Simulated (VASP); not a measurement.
# GaN (F-43m) in VASP: further runs

GaN is run at these levels: PBE; tasks: single point, relaxation of cell and atoms.

All numbers are computed with VASP 6.6.1; they aren't measurements. Logs are shortened: lines on timing, memory, paths and dates and some standing lists are left out, and cuts for length are marked.

**1. The cell of the first run**

Symmetry: F-43m, No. 216, cubic system. The conventional cell has a = 4.579 Å, b = 4.579 Å, c = 4.579 Å, α = 90.00°, β = 90.00°, γ = 90.00°. Ga (site symmetry -43m) has 4 N at 1.98 Å within 2.6 Å. N (site symmetry -43m) has 4 Ga at 1.98 Å within 2.6 Å.

**2. Single point, PBE (volume scaled by 1.02)**

INCAR

```
PREC = Accurate
ENCUT = 520
EDIFF = 1E-6
ISMEAR = 0
SIGMA = 0.01
LREAL = F
LASPH = T
NELM = 100
ALGO = Normal
ISIF = 2
LWAVE = F
LCHARG = T
GGA = PE
LELF = T
LVHAR = T
NBANDS = 16
```

KPOINTS

```
Automatic mesh
0
Gamma
  10 10 10
```

POSCAR

```
GaN
1.0
    0.0000000000      2.2893001201      2.2893001201
    2.2893001201      0.0000000000      2.2893001201
    2.2893001201      2.2893001201      0.0000000000
Ga N
1 1
Direct
    0.0000000000      0.0000000000      0.0000000000
    0.7500000000      0.7500000000      0.7500000000
```

Potentials or basis: VASP PAW PBE potentials, release 64 (Ga_d, N).

On the command line:

```
cat potpaw_PBE.64/Ga_d/POTCAR potpaw_PBE.64/N/POTCAR > POTCAR
mpirun -np 1 vasp_std > vasp.out
```

OUTCAR:

```text
PREC = Accurate
   ENCUT = 520
   EDIFF = 1E-6
   ISMEAR = 0
   LREAL = F
   LASPH = T
   NELM = 100
   ISIF = 2
   GGA = PE

 ion  position               nearest neighbor table
   1  0.000  0.000  0.000-   2 1.98   2 1.98   2 1.98   2 1.98
   2  0.750  0.750  0.750-   1 1.98   1 1.98   1 1.98   1 1.98

  LATTYP: Found a face centered cubic cell.
 ALAT       =     4.5786002402

  Lattice vectors:

 A1 = (   0.0000000000,   2.2893001201,   2.2893001201)
 A2 = (   2.2893001201,   0.0000000000,   2.2893001201)
 A3 = (   2.2893001201,   2.2893001201,   0.0000000000)

Analysis of symmetry for initial positions (statically):
=====================================================================
 Subroutine PRICEL returns:
 Original cell was already a primitive cell.

 Routine SETGRP: Setting up the symmetry group for a
 face centered cubic supercell.

 Subroutine GETGRP returns: Found 24 space group operations
 (whereof 24 operations were pure point group operations)
 out of a pool of 48 trial point group operations.

The static configuration has the point symmetry T_d .

Analysis of symmetry for dynamics (positions and initial velocities):
=====================================================================
 Subroutine PRICEL returns:
 Original cell was already a primitive cell.

 Routine SETGRP: Setting up the symmetry group for a
 face centered cubic supercell.

 Subroutine GETGRP returns: Found 24 space group operations
 (whereof 24 operations were pure point group operations)
 out of a pool of 48 trial point group operations.

The dynamic configuration has the point symmetry T_d .

 Subroutine INISYM returns: Found 24 space group operations
 (whereof 24 operations are pure point group operations),
 and found     1 'primitive' translations

----------------------------------------------------------------------------------------

                                     Primitive cell

  volume of cell :      23.9960

  direct lattice vectors                    reciprocal lattice vectors
     0.000000000  2.289300120  2.289300120    -0.218407362  0.218407362  0.218407362
     2.289300120  0.000000000  2.289300120     0.218407362 -0.218407362  0.218407362
     2.289300120  2.289300120  0.000000000     0.218407362  0.218407362 -0.218407362

  length of vectors
     3.237559278  3.237559278  3.237559278     0.378292648  0.378292648  0.378292648

  position of ions in fractional coordinates (direct lattice)
     0.000000000  0.000000000  0.000000000
     0.750000000  0.750000000  0.750000000

  ion indices of the primitive-cell ions
   primitive index   ion index
                 1           1
                 2           2

----------------------------------------------------------------------------------------

 KPOINTS: Automatic mesh

Automatic generation of k-mesh.
 Grid dimensions read from file:
 generate k-points for:   10   10   10

 Generating k-lattice:

  Cartesian coordinates                     Fractional coordinates (reciprocal lattice)
    -0.021840736  0.021840736  0.021840736     0.100000000  0.000000000  0.000000000
     0.021840736 -0.021840736  0.021840736     0.000000000  0.100000000  0.000000000
     0.021840736  0.021840736 -0.021840736     0.000000000  0.000000000  0.100000000

  Length of vectors
     0.037829265  0.037829265  0.037829265

  Shift w.r.t. Gamma in fractional coordinates (k-lattice)
     0.000000000  0.000000000  0.000000000

 Subroutine IBZKPT returns following result:
 ===========================================

 Found     47 irreducible k-points:

 Following reciprocal coordinates:
            Coordinates               Weight
  0.000000  0.000000  0.000000      1.000000
  0.100000  0.000000  0.000000      8.000000
  0.200000  0.000000  0.000000      8.000000
  0.300000  0.000000  0.000000      8.000000
  0.400000  0.000000  0.000000      8.000000
  0.500000  0.000000  0.000000      4.000000
[... 16 lines left out ...]
  0.300000  0.300000  0.000000      6.000000
  0.400000  0.300000  0.000000     24.000000
 [... further k-points ...]
   k-points           NKPTS =     47   k-points in BZ     NKDIM =     47   number of bands    NBANDS=     16
   number of dos      NEDOS =    301   number of ions     NIONS =      2
   total plane-waves  NPLWV =  13824
   dimension x,y,z NGX =    24 NGY =   24 NGZ =   24
   dimension x,y,z NGXF=    48 NGYF=   48 NGZF=   48
   ions per type =               1   1
   NGX,Y,Z   is equivalent  to a cutoff of  12.32, 12.32, 12.32 a.u.
   NGXF,Y,Z  is equivalent  to a cutoff of  24.65, 24.65, 24.65 a.u.
 SYSTEM =  unknown system
   PREC   = accura    normal or accurate (medium, high low for compatibility)
   ISTART =      0    job   : 0-new  1-cont  2-samecut
   ICHARG =      2    charge: 1-file 2-atom 10-const
   ISPIN  =      1    spin polarized calculation?
   LNONCOLLINEAR =      F non collinear calculations
   LSORBIT =      F    spin-orbit coupling
   LASPH  =      T    aspherical Exc in radial PAW
   ENCUT  =  520.0 eV  38.22 Ry    6.18 a.u.   6.02  6.02  6.02*2*pi/ulx,y,z
   NELM   =    100;   NELMIN=  2; NELMDL= -5     # of ELM steps
   EDIFF  = 0.1E-05   stopping-criterion for ELM
   LREAL  =      F    real-space projection
   EDIFFG = 0.1E-04   stopping-criterion for IOM
   NSW    =      0    number of steps for IOM
   IBRION =     -1    ionic relax: 0-MD 1-quasi-New 2-CG
   NFREE  =      0    steps in history (QN), initial steepest desc. (CG)
   ISIF   =      2    stress and relaxation
   ISYM   =      2    0-nonsym 1-usesym 2-fastsym
   POTIM  = 0.5000    time-step for ionic-motion
   TEBEG  =    0.0;   TEEND  =   0.0 temperature during run
   PSTRESS=    0.0 pullay stress
   NELECT =      18.0000    total number of electrons
   NUPDOWN=      -1.0000    fix difference up-down
   EMIN   =  10.00;   EMAX   =-10.00  energy-range for DOS
   EFERMI =   0.00;   METHOD = LEGACY
   ISMEAR =     0;   SIGMA  =   0.01  broadening in eV -4-tet -1-fermi 0-gaus
   EFERMI_NEDOS =   21; number of points for ismear=-14 and -15
   IALGO  =     38    algorithm
   IMIX   =      4    mixing-type and parameters
     AMIX     =   0.40;   BMIX     =  1.00
     AMIX_MAG =   1.60;   BMIX_MAG =  1.00
  volume/ion in A,a.u.               =      12.00        80.97
  Fermi-wavevector in a.u.,A,eV,Ry     =   1.487486  2.810941 30.104456  2.212615
  Thomas-Fermi vector in A             =   2.600641
   LORBIT       =      0    0 simple, 1 ext, 2 COOP (PROOUT), +10 PAW based schemes
   GGA     = PE    functional components
   LHFCALC =     F    Hartree Fock is set to
   AEXX    =    0.0000 exact exchange contribution
   IVDW    =     0    specifies the selected vdW correction
   LEPSILON=     F    determine dielectric tensor
   LRPA    =     F    only Hartree local field effects (RPA)
 non-spin polarized calculation
 Gauss-broadening in eV      SIGMA  =   0.01
  energy-cutoff  :      520.00
  volume of cell :       24.00
 maximum number of plane-waves:       659
   NGX = 13   NGY = 13   NGZ = 13

 number of electron      17.9999983 magnetization

 Free energy of the ion-electron system (eV)
  ---------------------------------------------------
  ext. energy  EPLUGINS =         0.00000000
  ---------------------------------------------------
  free energy    TOTEN  =       -12.14922987 eV

  energy without entropy =      -12.14922987  energy(sigma->0) =      -12.14922987

 E-fermi :   4.8979     XC(G=0): -11.4163

 val. band max:        4.7802700079   @ k =   0.0000   0.0000   0.0000
 cond. band min:       6.1998638547   @ k =   0.0000   0.0000   0.0000
 fundamental gap:      1.4195938468
 Fermi energy:         4.8979381469

 k-point     1 :       0.0000    0.0000    0.0000
  band No.  band energies     occupation
      1     -10.7612      2.00000
      2      -8.6322      2.00000
      3      -8.6322      2.00000
      4      -8.6322      2.00000
      5      -8.3576      2.00000
      6      -8.3576      2.00000
[... 8 lines left out ...]
     15      23.2782      0.00000
     16      23.2782      0.00000

 k-point     2 :       0.1000    0.0000    0.0000
  band No.  band energies     occupation
      1     -10.6625      2.00000
      2      -8.6204      2.00000
      3      -8.6204      2.00000
      4      -8.5895      2.00000
      5      -8.3586      2.00000
      6      -8.3586      2.00000
[... 8 lines left out ...]
     15      22.0118      0.00000
     16      22.0118      0.00000

 k-point     3 :       0.2000    0.0000    0.0000
  band No.  band energies     occupation
      1     -10.4210      2.00000
      2      -8.5930      2.00000
      3      -8.5930      2.00000
      4      -8.4154      2.00000
      5      -8.3573      2.00000
      6      -8.3573      2.00000
[... 8 lines left out ...]
     15      21.2596      0.00000
     16      21.2596      0.00000

 k-point     4 :       0.3000    0.0000    0.0000
  band No.  band energies     occupation
      1     -10.1804      2.00000
      2      -8.5688      2.00000
      3      -8.5688      2.00000
      4      -8.3454      2.00000
      5      -8.3454      2.00000
      6      -8.0115      2.00000
[... 8 lines left out ...]
     15      21.6835      0.00000
     16      21.6835      0.00000

 k-point     5 :       0.4000    0.0000    0.0000
  band No.  band energies     occupation
      1     -10.0474      2.00000
      2      -8.5583      2.00000
      3      -8.5583      2.00000
      4      -8.3259      2.00000
      5      -8.3259      2.00000
      6      -7.4304      2.00000
[... 8 lines left out ...]
     15      22.9701      0.00000
     16      22.9701      0.00000

 k-point     6 :       0.5000    0.0000    0.0000
  band No.  band energies     occupation
      1     -10.0108      2.00000
      2      -8.5564      2.00000
      3      -8.5564      2.00000
      4      -8.3162      2.00000
      5      -8.3162      2.00000
      6      -7.1052      2.00000
[... 8 lines left out ...]
     15      23.8832      0.00000
     16      23.8832      0.00000
[... 267 lines left out ...]
 k-point    21 :      -0.3000    0.2000    0.0000
  band No.  band energies     occupation
      1      -9.9911      2.00000
      2      -8.5475      2.00000
      3      -8.5102      2.00000
      4      -8.3625      2.00000
      5      -8.3569      2.00000
      6      -7.3043      2.00000
[... 8 lines left out ...]
     15      21.5718      0.00000
     16      24.8345      0.00000

 k-point    22 :      -0.2000    0.2000    0.0000
  band No.  band energies     occupation
      1     -10.1072      2.00000
      2      -8.5540      2.00000
      3      -8.5420      2.00000
      4      -8.3762      2.00000
      5      -8.3614      2.00000
      6      -7.8459      2.00000
[... 8 lines left out ...]
     15      21.6750      0.00000
     16      24.7547      0.00000

 k-point    23 :       0.3000    0.3000    0.0000
  band No.  band energies     occupation
      1     -10.0391      2.00000
      2      -8.4942      2.00000
      3      -8.4677      2.00000
      4      -8.4677      2.00000
      5      -8.3136      2.00000
      6      -7.8166      2.00000
[... 8 lines left out ...]
     15      26.3588      0.00000
     16      26.4526      0.00000

 k-point    24 :       0.4000    0.3000    0.0000
  band No.  band energies     occupation
      1      -9.9538      2.00000
      2      -8.5129      2.00000
      3      -8.4379      2.00000
      4      -8.4378      2.00000
      5      -8.3047      2.00000
      6      -7.3743      2.00000
[... 8 lines left out ...]
     15      26.3182      0.00000
     16      26.6964      0.00000

 [... further k-points ...]
[... 5 lines left out ...]
  --------------------------------------------------------------------------------------
  -------------------------------------------------------------------------------------
  Total       -0.4684107     -0.4684107     -0.4684107     -0.0000000      0.0000000      0.0000000
  in kB      -31.2751367    -31.2751367    -31.2751367     -0.0000000      0.0000000      0.0000000
  external PRESSURE =     -31.2751367 kB  Pullay stress =       0.0000000 kB

 VOLUME and BASIS-vectors are now :
 -----------------------------------------------------------------------------
  energy-cutoff  :      520.00
  volume of cell :       24.00
      direct lattice vectors                 reciprocal lattice vectors
     0.000000000  2.289300120  2.289300120    -0.218407362  0.218407362  0.218407362
     2.289300120  0.000000000  2.289300120     0.218407362 -0.218407362  0.218407362
     2.289300120  2.289300120  0.000000000     0.218407362  0.218407362 -0.218407362

 POSITION                                       TOTAL-FORCE (eV/Angst)
 -----------------------------------------------------------------------------------
      0.00000      0.00000      0.00000        -0.000000     -0.000000     -0.000000
      3.43395      3.43395      3.43395         0.000000      0.000000      0.000000
 -----------------------------------------------------------------------------------
    total drift:                               -0.000002     -0.000002     -0.000001

  FREE ENERGIE OF THE ION-ELECTRON SYSTEM (eV)
  ---------------------------------------------------
  free  energy   TOTEN  =       -12.1492298731 eV

  energy  without entropy=      -12.1492298731  energy(sigma->0) =      -12.14922987
```

Wall time 6.4 s (1 thread of Intel Xeon 6975P-C (Granite Rapids), shared host); peak memory 0.14 GiB.

What came out:

```
Free energy            : -12.1492 eV
Pressure               : -3.1 GPa
Band gap on the k mesh : 1.42 eV, direct
```

Levels at points of the mesh, in eV from the valence-band top:
| k point | band 7 | band 8 | band 9 | band 10 | band 11 | band 12 |
| --- | --- | --- | --- | --- | --- | --- |
| (0.00, 0.00, 0.00) | 0.00 | 0.00 | 0.00 | 1.42 | 10.01 | 10.01 |
| (0.50, 0.00, 0.00) | -6.74 | -0.91 | -0.91 | 4.32 | 8.49 | 10.12 |
| (0.50, 0.50, 0.00) | -5.93 | -2.54 | -2.54 | 3.34 | 6.38 | 11.38 |

(Part 1 of 2 ends here.)
